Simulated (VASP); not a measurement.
Input of a VASP 6.6.1 run:

Contents of INCAR:

```
SYSTEM = KF
PREC     = Accurate       ! precision mode
ENCUT    = 520            ! plane-wave cutoff, eV
EDIFF    = 1E-6           ! SCF threshold, eV
ISMEAR   = 0              ! smearing method
SIGMA    = 0.05           ! smearing width, eV
LREAL    = .FALSE.        ! projectors in reciprocal space
LASPH    = .TRUE.         ! aspherical terms in the spheres
NELM     = 80             ! most SCF steps
ALGO     = Normal         ! electronic algorithm
ISIF     = 2              ! what is computed and relaxed
LWAVE    = .FALSE.        ! write WAVECAR
LCHARG   = .FALSE.        ! write CHGCAR
GGA      = PE             ! functional
NBANDS   = 15             ! bands
```

KPOINTS

```
Automatic mesh
0
G
  8 8 8
  0 0 0
```

POSCAR

```
KF
1.0
    0.0284825801      2.6657585188      2.6657585188
    2.6657585188      0.0284825801      2.6657585188
    2.6657585188      2.6657585188      0.0284825801
K F
1 1
Direct
    0.0000000000      0.0000000000      0.0000000000
    0.5000000000      0.5000000000      0.5000000000
```

Potentials or basis: VASP PAW PBE potentials, release 64 (K_sv, F).

The run is started by

```bash
$ cat potpaw_PBE.64/K_sv/POTCAR potpaw_PBE.64/F/POTCAR > POTCAR
$ mpirun -np 1 vasp_std > vasp.out
```

(1) What does it give for the pressure?

(2) Estimate the band gap on the k mesh.

Answers

(1) 2.3 GPa.

(2) 6.28 eV, direct.
